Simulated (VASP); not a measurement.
W:

```
W
1.0
     2.59000    0.00000    0.00000
     0.00000    2.59000    0.00000
     0.00000    0.00000    2.59000
W
1
Direct
  0.00000 0.00000 0.00000
```

- Program: VASP 6.6.1
- Task: relaxation of cell and atoms
- Functional: PBE
- Potentials or basis: VASP PAW PBE potentials, release 64 (W_sv)
- Cutoff: 600 eV
- k mesh: 9 × 9 × 9
- Occupations: methfessel-paxton, width 0.1 eV
- Spin: no spin polarisation

At the start: pressure 13.9 GPa; volume 17.37 Å³/atom.

Task: Where does the relaxation end?

Result: Over 4 steps the energy falls by 44.9 meV/atom and the volume is 18.46 Å³/atom (+6.3 %); space group Pm-3m (No. 221, to 0.05 Å).

The path:
| step | energy change (eV) | largest force (eV/Å) | pressure (GPa) | volume (Å³) |
| --- | --- | --- | --- | --- |
| 1 | 0.0000 | 0.0000 | 13.85 | 17.37 |
| 2 | 0.2013 | 0.0000 | -23.29 | 21.43 |
| 3 | -0.0448 | 0.0000 | -0.50 | 18.51 |
| 4 | -0.0449 | 0.0000 | -0.07 | 18.46 |

Final structure:
```
W
1.0
     2.64299    0.00000    0.00000
     0.00000    2.64299    0.00000
     0.00000    0.00000    2.64299
W
1
Direct
  0.00000 0.00000 0.00000
```
